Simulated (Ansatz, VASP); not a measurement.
## AlPt: VASP beside Ansatz

File POSCAR:

```
AlPt
1.0
    3.1422360913      0.0000000000      0.0000000000
    0.0000000000      3.1422360913      0.0000000000
    0.0000000000      0.0000000000      3.1422360913
Al Pt
1 1
Direct
    0.0000000000      0.0000000000      0.0000000000
    0.5000000000      0.5000000000      0.5000000000
```

INCAR.step1

```
SYSTEM = AlPt
  PREC = Accurate
  ENCUT = 520
  ISMEAR = -1
  SIGMA = 0.03
  LREAL = .False.
  LASPH = .True.
  NELM = 80
  NBANDS = 14
  GGA = PE
  ALGO = Normal
  EDIFF = 1E-4
  LWAVE = .True.
  LCHARG = .False.
```

Contents of INCAR.step2:

```
SYSTEM = AlPt
  PREC = Accurate
  ENCUT = 520
  EDIFF = 1E-8
  ISMEAR = -1
  SIGMA = 0.03
  LREAL = .False.
  LASPH = .True.
  NELM = 80
  ALGO = Normal
  ISIF = 2
  LWAVE = .False.
  LCHARG = .False.
  METAGGA = R2SCAN
  LMIXTAU = .True.
  LEFG = .True.
  NBANDS = 14
  ISTART = 1
```

File KPOINTS:

```
regular mesh
0
Gamma
  11 11 11
  0 0 0
```

Input for Ansatz:

```yaml
crystal:
  lattice:
    - [3.1422360913, 0.0, 0.0]
    - [0.0, 3.1422360913, 0.0]
    - [0.0, 0.0, 3.1422360913]
  atoms:
    - { symbol: Al, position: [0.0, 0.0, 0.0] }
    - { symbol: Pt, position: [0.5, 0.5, 0.5] }
kpoints:
  mp_grid: { grid: [11, 11, 11] }
scf:
  occupations: { method: fermi_dirac, width: 0.03 }
hamiltonian:
  xc: r2scan
  pseudopotentials: { kind: paw }
output:
  forces: true
  stress: true
  eigenvalues: true
  efg: { contact_densities: true }
```

Change from the starting cell: volume scaled by 1.05, PAW files.

Alike in both runs: task electric field gradients; functional r2SCAN; k mesh 11 × 11 × 11; occupations fermi-dirac, width 0.03 eV; no spin polarisation.

|  | VASP | Ansatz |
| --- | --- | --- |
| version | VASP 6.6.1 | Ansatz 0.2.0 |
| potentials or method | VASP PAW PBE potentials, release 64 (Al, Pt) | PAW with Ansatz's default frozen-core files, scalar-relativistic |
| plane-wave cutoff (eV) | 520 | 500 |
| valence electrons in the cell | 13 | 21 |

VASP gave:

```
pressure (GPa) : -12.9
```

**Question.** Which values does Ansatz return?

**Answer.** Pressure (GPa): -12.6.

VASP's potentials were made for PBE, not for r2SCAN. VASP's potentials hold 13 valence electrons a cell and Ansatz's 21, so a difference there can come from the potentials and not from the codes.

Neither program's run includes spin-orbit coupling.
